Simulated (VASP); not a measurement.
# Be16N (a cell with a defect) in VASP: single point with PBE+D3(BJ)

Aim: the single point of Be16N (a cell with a defect) with PBE+D3(BJ).

Program: VASP 6.6.1. These are calculated values, not measurements. Logs are shortened: lines on timing, memory, paths and dates and some standing lists are left out, and cuts for length are marked.

**1. The cell of the first run**

The cell holds a defect, 17 atoms: a = 4.580 Å, b = 3.966 Å, c = 7.177 Å, α = 90.00°, β = 90.00°, γ = 90.00°.

**2. Single point, PBE+D3(BJ)**

INCAR

```
SYSTEM = Be16N
PREC = Accurate
ENCUT = 520
EDIFF = 1E-6
ISMEAR = -1
SIGMA = 0.15
LREAL = Auto
LASPH = .TRUE.
NELM = 80
ALGO = Normal
ISIF = 2
LWAVE = .FALSE.
LCHARG = .FALSE.
GGA = PE
IVDW = 12
NBANDS = 32
```

KPOINTS

```
Automatic mesh
0
G
  3 3 2
  0 0 0
```

POSCAR

```
Be16N
1.0
   -2.2900000000     -3.9663960000      0.0000000000
    3.4350000000     -1.9831980000      0.0000000000
    0.0000000000      0.0000000000      7.1768600000
Be N
16 1
Direct
    0.7502656520      0.4991677200      0.0064668182
    0.5037014981      0.3363099480      0.2434256301
    0.7502879802      0.5358391893      0.4919332381
    0.5081377878      0.3394478280      0.7573394953
    0.5036711673      0.0000072869      0.0062418826
    0.2502719056      0.8386697935      0.2419064615
    0.5080427215     -0.0028826891      0.4923694468
    0.2502903248      0.8434998492      0.7635290260
    0.2502602858      0.4977108487      0.0077940503
   -0.0031510638      0.3363118470      0.2434236965
    0.2502950682      0.4932000134      0.4860505219
   -0.0075864912      0.3394515694      0.7573351312
   -0.0031322903      0.0000061050      0.0062411969
    0.7502673517      0.8371364005      0.2432060297
   -0.0074540530     -0.0029280439      0.4923485440
    0.7502804746      0.8007065826      0.7577637805
    0.2502648808      0.1684583517      0.6248567505
```

Potentials or basis: VASP PAW PBE potentials, release 64 (Be, N).

Command:

```
> cat potpaw_PBE.64/Be/POTCAR potpaw_PBE.64/N/POTCAR > POTCAR
> mpirun -np 1 vasp_std > vasp.out
```

OUTCAR:

```text
SYSTEM = Be16N
   PREC = Accurate
   ENCUT = 520
   EDIFF = 1E-6
   ISMEAR = -1
   LREAL = Auto
   LASPH = .TRUE.
   NELM = 80
   ISIF = 2
   GGA = PE
   IVDW = 12
 IVDW          = 12

 ion  position               nearest neighbor table
   1  0.750  0.499  0.006-   2 2.14  10 2.14  16 2.15  14 2.16   4 2.20  12 2.20   5 2.28  13 2.28
                             5 2.29  13 2.29   9 2.29   9 2.29
   2  0.504  0.336  0.243-   1 2.14   9 2.15   5 2.16  11 2.18   7 2.24   3 2.25  10 2.26  14 2.28
                            14 2.29   6 2.29   6 2.31  10 2.32
   3  0.750  0.536  0.492-  15 2.14   7 2.14  14 2.15  16 2.18  10 2.25   2 2.25  11 2.30  11 2.30
                            12 2.34   4 2.34
   4  0.508  0.339  0.757-  17 1.66  16 2.14   1 2.20  12 2.22   5 2.24   9 2.24   8 2.29   8 2.32
                             7 2.34   3 2.34  11 2.36  12 2.36
   5  0.504  0.000  0.006-  14 2.14   6 2.15   2 2.16   8 2.18   4 2.24  16 2.25  13 2.26   1 2.28
                             1 2.29   9 2.29   9 2.31  13 2.32
   6  0.250  0.839  0.242-   5 2.15  13 2.15   9 2.16  11 2.22  15 2.24   7 2.24  10 2.29   2 2.29
                            14 2.29  14 2.29  10 2.31   2 2.31
   7  0.508  0.997  0.492-  17 1.66   3 2.14  14 2.20  15 2.22   2 2.24   6 2.24  11 2.30  11 2.32
                             4 2.34  16 2.34   8 2.36  15 2.36
   8  0.250  0.843  0.764-  17 1.63   5 2.18  13 2.18   9 2.23   4 2.29  12 2.29  16 2.30  16 2.30
                             4 2.32  12 2.32   7 2.36  15 2.36
   9  0.250  0.498  0.008-  10 2.15   2 2.15   6 2.16   8 2.23  12 2.24   4 2.24  13 2.29   1 2.29
                             5 2.29   1 2.29  13 2.31   5 2.31
  10  0.997  0.336  0.243-   1 2.14   9 2.15  13 2.16  11 2.18  15 2.24   3 2.25   2 2.26  14 2.28
                            14 2.29   6 2.29   6 2.31   2 2.32
  11  0.250  0.493  0.486-  17 1.63   2 2.18  10 2.18   6 2.22   7 2.30  15 2.30   3 2.30   3 2.30
                            15 2.32   7 2.32   4 2.36  12 2.36
  12  0.992  0.339  0.757-  17 1.66  16 2.14   1 2.20   4 2.22  13 2.24   9 2.24   8 2.29   8 2.32
                            15 2.34   3 2.34  11 2.36   4 2.36
  13  0.997  0.000  0.006-  14 2.14   6 2.15  10 2.16   8 2.18  12 2.24  16 2.25   5 2.26   1 2.28
                             1 2.29   9 2.29   9 2.31   5 2.32
  14  0.750  0.837  0.243-   5 2.14  13 2.14   3 2.15   1 2.16  15 2.20   7 2.20   2 2.28  10 2.28
                             2 2.29  10 2.29   6 2.29   6 2.29
  15  0.993  0.997  0.492-  17 1.66   3 2.14  14 2.20   7 2.22  10 2.24   6 2.24  11 2.30  11 2.32
                            12 2.34  16 2.34   8 2.36   7 2.36
  16  0.750  0.801  0.758-  12 2.14   4 2.14   1 2.15   3 2.18  13 2.25   5 2.25   8 2.30   8 2.30
                             7 2.34  15 2.34
  17  0.250  0.168  0.625-  11 1.63   8 1.63  12 1.66   4 1.66  15 1.66   7 1.66

  LATTYP: Found a simple orthorhombic cell.
 ALAT       =     3.9663962620
 B/A-ratio  =     1.1547004875
 C/A-ratio  =     1.8094157835

  Lattice vectors:

 A1 = (  -3.4350000000,   1.9831980000,   0.0000000000)
 A2 = (  -2.2900000000,  -3.9663960000,   0.0000000000)
 A3 = (   0.0000000000,   0.0000000000,   7.1768600000)

Analysis of symmetry for initial positions (statically):
=====================================================================
 Subroutine PRICEL returns:
 Original cell was already a primitive cell.

 Routine SETGRP: Setting up the symmetry group for a
 simple orthorhombic supercell.

 Subroutine GETGRP returns: Found  1 space group operations
 (whereof  1 operations were pure point group operations)
 out of a pool of  8 trial point group operations.

The static configuration has the point symmetry C_1 .

Analysis of symmetry for dynamics (positions and initial velocities):
=====================================================================
 Subroutine PRICEL returns:
 Original cell was already a primitive cell.

 Routine SETGRP: Setting up the symmetry group for a
 simple orthorhombic supercell.

 Subroutine GETGRP returns: Found  1 space group operations
 (whereof  1 operations were pure point group operations)
 out of a pool of  8 trial point group operations.

The dynamic configuration has the point symmetry C_1 .

 Subroutine INISYM returns: Found  1 space group operations
 (whereof  1 operations are pure point group operations),
 and found     1 'primitive' translations

----------------------------------------------------------------------------------------

                                     Primitive cell

  volume of cell :     130.3755

  direct lattice vectors                    reciprocal lattice vectors
    -2.290000000 -3.966396000  0.000000000    -0.109170306 -0.189088533  0.000000000
[... 57 lines left out ...]
     0.072780204 -0.042019674  0.000000000    -0.000000000  0.333333333  0.000000000
     0.000000000  0.000000000  0.069668351     0.000000000  0.000000000  0.500000000

  Length of vectors
     0.072780209  0.084039342  0.069668351

  Shift w.r.t. Gamma in fractional coordinates (k-lattice)
     0.000000000  0.000000000  0.000000000

 Subroutine IBZKPT returns following result:
 ===========================================

 Found     10 irreducible k-points:

 Following reciprocal coordinates:
            Coordinates               Weight
  0.000000  0.000000  0.000000      1.000000
  0.333333  0.000000  0.000000      2.000000
  0.000000  0.333333  0.000000      2.000000
  0.333333  0.333333  0.000000      2.000000
 -0.333333  0.333333  0.000000      2.000000
  0.000000  0.000000  0.500000      1.000000
  0.333333  0.000000  0.500000      2.000000
  0.000000  0.333333  0.500000      2.000000
  0.333333  0.333333  0.500000      2.000000
 -0.333333  0.333333  0.500000      2.000000
   k-points           NKPTS =     10   k-points in BZ     NKDIM =     10   number of bands    NBANDS=     32
   number of dos      NEDOS =    301   number of ions     NIONS =     17
   total plane-waves  NPLWV =  58320
   dimension x,y,z NGX =    36 NGY =   30 NGZ =   54
   dimension x,y,z NGXF=    72 NGYF=   60 NGZF=  108
   ions per type =              16   1
   NGX,Y,Z   is equivalent  to a cutoff of  13.07, 12.57, 12.51 a.u.
   NGXF,Y,Z  is equivalent  to a cutoff of  26.13, 25.15, 25.02 a.u.
 SYSTEM =  Be16N
   PREC   = accura    normal or accurate (medium, high low for compatibility)
   ISTART =      0    job   : 0-new  1-cont  2-samecut
   ICHARG =      2    charge: 1-file 2-atom 10-const
   ISPIN  =      1    spin polarized calculation?
   LNONCOLLINEAR =      F non collinear calculations
   LSORBIT =      F    spin-orbit coupling
   LASPH  =      T    aspherical Exc in radial PAW
   ENCUT  =  520.0 eV  38.22 Ry    6.18 a.u.   8.52  7.37 13.34*2*pi/ulx,y,z
   NELM   =     80;   NELMIN=  2; NELMDL= -5     # of ELM steps
   EDIFF  = 0.1E-05   stopping-criterion for ELM
   LREAL  =      T    real-space projection
   EDIFFG = 0.1E-04   stopping-criterion for IOM
   NSW    =      0    number of steps for IOM
   IBRION =     -1    ionic relax: 0-MD 1-quasi-New 2-CG
   NFREE  =      0    steps in history (QN), initial steepest desc. (CG)
   ISIF   =      2    stress and relaxation
   ISYM   =      2    0-nonsym 1-usesym 2-fastsym
   POTIM  = 0.5000    time-step for ionic-motion
   TEBEG  =    0.0;   TEEND  =   0.0 temperature during run
   PSTRESS=    0.0 pullay stress
   NELECT =      37.0000    total number of electrons
   NUPDOWN=      -1.0000    fix difference up-down
   EMIN   =  10.00;   EMAX   =-10.00  energy-range for DOS
   EFERMI =   0.00;   METHOD = LEGACY
   ISMEAR =    -1;   SIGMA  =   0.15  broadening in eV -4-tet -1-fermi 0-gaus
   EFERMI_NEDOS =   21; number of points for ismear=-14 and -15
   IALGO  =     38    algorithm
   IMIX   =      4    mixing-type and parameters
     AMIX     =   0.40;   BMIX     =  1.00
     AMIX_MAG =   1.60;   BMIX_MAG =  1.00
  volume/ion in A,a.u.               =       7.67        51.75
  Fermi-wavevector in a.u.,A,eV,Ry     =   1.075829  2.033023 15.747503  1.157409
  Thomas-Fermi vector in A             =   2.211697
   LORBIT       =      0    0 simple, 1 ext, 2 COOP (PROOUT), +10 PAW based schemes
   GGA     = PE    functional components
   LHFCALC =     F    Hartree Fock is set to
   AEXX    =    0.0000 exact exchange contribution
   IVDW    =    12    specifies the selected vdW correction
   LEPSILON=     F    determine dielectric tensor
   LRPA    =     F    only Hartree local field effects (RPA)
 non-spin polarized calculation
  energy-cutoff  :      520.00
  volume of cell :      130.38
 maximum number of plane-waves:      3531
 NGX is ok and might be reduce to    36
   NGX = 17   NGY = 15   NGZ = 27

 number of electron      37.0000001 magnetization

 Free energy of the ion-electron system (eV)
  ---------------------------------------------------
  ext. energy  EPLUGINS =         0.00000000
  ---------------------------------------------------
  free energy    TOTEN  =       -67.44922289 eV

  energy without entropy =      -67.27088638  energy(sigma->0) =      -67.36005463

 E-fermi :   7.2805     XC(G=0): -10.7460

 val. band max:        7.2520016129   @ k =   0.3333   0.3333   0.0000
 cond. band min:       7.3815220109   @ k =  -0.3333   0.3333   0.5000
 fundamental gap:      0.1295203980
 Fermi energy:         7.2804572595

 k-point     1 :       0.0000    0.0000    0.0000
  band No.  band energies     occupation
      1     -10.5872      2.00000
      2      -3.4448      2.00000
      3      -2.4497      2.00000
      4      -0.8393      2.00000
      5      -0.6963      2.00000
      6      -0.0973      2.00000
[... 319 lines left out ...]
     29      12.4803      0.00000
     30      12.8500      0.00000
 [bands above 30 left out]

------------------------ aborting loop because EDIFF is reached ----------------------------------------

 Edisp (eV)   -5.90871

 E8    (eV) :    -2.0268

  FORCE on cell =-STRESS in cart. coord.  units (eV):
  Direction    XX          YY          ZZ          XY          YZ          ZX
  --------------------------------------------------------------------------------------
  -------------------------------------------------------------------------------------
  Total      -0.68208    -1.62153     4.01980    -0.81260     0.73148    -1.26475
  in kB      -8.38203   -19.92690    49.39915    -9.98594     8.98908   -15.54244
  external pressure =        7.03 kB  Pullay stress =        0.00 kB

 VOLUME and BASIS-vectors are now :
 -----------------------------------------------------------------------------
  energy-cutoff  :      520.00
  volume of cell :      130.38
      direct lattice vectors                 reciprocal lattice vectors
    -2.290000000 -3.966396000  0.000000000    -0.109170306 -0.189088533  0.000000000
     3.435000000 -1.983198000  0.000000000     0.218340611 -0.126059022  0.000000000
     0.000000000  0.000000000  7.176860000     0.000000000  0.000000000  0.139336702

 POSITION                                       TOTAL-FORCE (eV/Angst)
 -----------------------------------------------------------------------------------
     -0.00347     -3.96580      0.04641         0.004153     -0.002814     -0.004250
      0.00175     -2.66485      1.74703         0.003300      0.000513      0.005192
      0.12245     -4.03861      3.53054         0.001361     -0.000299      0.011240
      0.00237     -2.68867      5.43532         0.002597     -0.015080      0.006814
     -1.15338     -1.99777      0.04480        -0.000111      0.001952     -0.005306
      2.30771     -2.65593      1.73613         0.001384     -0.000881      0.008645
[... 9 lines left out ...]
      1.03228     -4.56387      5.43836        -0.001427      0.001098     -0.012654
      0.00555     -1.32674      4.48451        -0.001235      0.000070     -0.000729
 -----------------------------------------------------------------------------------
    total drift:                                0.000515      0.000407      0.002996

  FREE ENERGIE OF THE ION-ELECTRON SYSTEM (eV)
  ---------------------------------------------------
  free  energy   TOTEN  =       -73.3579343200 eV

  energy  without entropy=      -73.1795978123  energy(sigma->0) =      -73.26876607
```

Run time: 79 s. Hardware: 1 thread of Intel Xeon Platinum 8259CL at 2.50GHz (Skylake/Cascade Lake), shared host; peak memory 0.25 GiB.

What came out:

```yaml
Free_energy: -73.3579 eV
Pressure: 0.7 GPa
Largest_force: 0.022 eV/Å
Dispersion_energy_per_atom: -0.348 eV
```

Forces on the atoms (eV/Å):
```
Be   0.004 -0.003 -0.004
Be   0.003  0.001  0.005
Be   0.001  0.000  0.011
Be   0.003 -0.015  0.007
Be   0.000  0.002 -0.005
Be   0.001 -0.001  0.009
Be  -0.016 -0.005 -0.007
Be  -0.018  0.011  0.007
Be  -0.001  0.000 -0.010
Be   0.001 -0.003  0.005
Be   0.017 -0.009 -0.005
Be   0.015  0.005  0.007
Be  -0.002 -0.001 -0.006
Be  -0.003  0.001  0.005
Be  -0.003  0.016 -0.006
Be  -0.001  0.001 -0.013
N   -0.001  0.000 -0.001
```

Caveat: the k points lie up to 0.53 Å⁻¹ apart.
